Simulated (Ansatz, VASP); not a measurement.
One calculation of ZnSe3, two programs

The input INCAR:

```
SYSTEM = ZnSe3
PREC = Accurate ; ENCUT = 600
EDIFF = 1E-6 ; ISMEAR = 0
SIGMA = 0.02 ; LREAL = .False.
LASPH = .True. ; NELM = 60
ALGO = Normal ; ISIF = 3
LWAVE = .False. ; LCHARG = .False.
GGA = PE ; IBRION = 2
NSW = 100 ; EDIFFG = -0.01
```

File KPOINTS:

```
Automatic mesh
0
Gamma
  6 6 4
  0 0 0
```

File POSCAR:

```
ZnSe3
1.0
    5.7099977742      0.0000000000      0.0000000000
    0.0000000000      5.7099977742      0.0000000000
    0.0000000000      0.0000000000      7.5507925722
Zn Se
2 6
Direct
    0.5000000000      0.5000000000      0.0000000000
    0.0000000000      0.0000000000      0.0000000000
    0.5000000000      0.0000000000      0.6383144792
    0.2535199763      0.2464800237      0.8115315815
    0.7464800237      0.7535199763      0.8115315815
    0.0000000000      0.5000000000      0.3616855208
    0.2464800237      0.7464800237      0.1884684185
    0.7535199763      0.2535199763      0.1884684185
```

Input for Ansatz:

```yaml
crystal:
  lattice:
    - [5.7099977742, 0.0, 0.0]
    - [0.0, 5.7099977742, 0.0]
    - [0.0, 0.0, 7.5507925722]
  atoms:
    - { symbol: Zn, position: [0.5, 0.5, 0.0] }
    - { symbol: Zn, position: [0.0, 0.0, 0.0] }
    - { symbol: Se, position: [0.5, 0.0, 0.6383144792] }
    - { symbol: Se, position: [0.2535199763, 0.2464800237, 0.8115315815] }
    - { symbol: Se, position: [0.7464800237, 0.7535199763, 0.8115315815] }
    - { symbol: Se, position: [0.0, 0.5, 0.3616855208] }
    - { symbol: Se, position: [0.2464800237, 0.7464800237, 0.1884684185] }
    - { symbol: Se, position: [0.7535199763, 0.2535199763, 0.1884684185] }
basis:
  ecutwfc: 420
kpoints:
  mp_grid: { grid: [6, 6, 4] }
hamiltonian:
  xc: pbe
scf:
  occupations: { method: gaussian, width: 0.02 }
output:
  forces: true
  stress: true
  eigenvalues: true
relax:
  adjacent_minimum: "off"
  f_tol: 0.01
  max_steps: 80
  cell: { stress_tol: 0.05 }
```

Alike in both runs: task relaxation of cell and atoms; functional PBE; k mesh 6 × 6 × 4; occupations gaussian, width 0.02 eV; no spin polarisation.

|  | VASP | Ansatz |
| --- | --- | --- |
| version | VASP 6.6.1 | Ansatz 0.2.0 |
| potentials or method | VASP PAW PBE potentials, release 64 (Zn, Se), cutoff 600 eV | scalar-relativistic, plane waves, PAW |
| valence electrons in the cell | 60 | 120 |

Ansatz gave:

```
gap on the k mesh at the Fermi level, each at its own relaxed structure (eV)  : 1.03
relaxed volume (Å³/atom)                                                      : 31.76
relaxed length of the cell vector where the two differ most in proportion (Å) : 7.878
```

Task: What did VASP give for the same quantities?

Result: gap on the k mesh at the Fermi level, each at its own relaxed structure (eV): 1.01; relaxed volume (Å³/atom): 31.40; relaxed length of the cell vector where the two differ most in proportion (Å): 7.818.

VASP's potentials hold 60 valence electrons a cell and Ansatz's 120, so a difference there can come from the potentials and not from the codes.
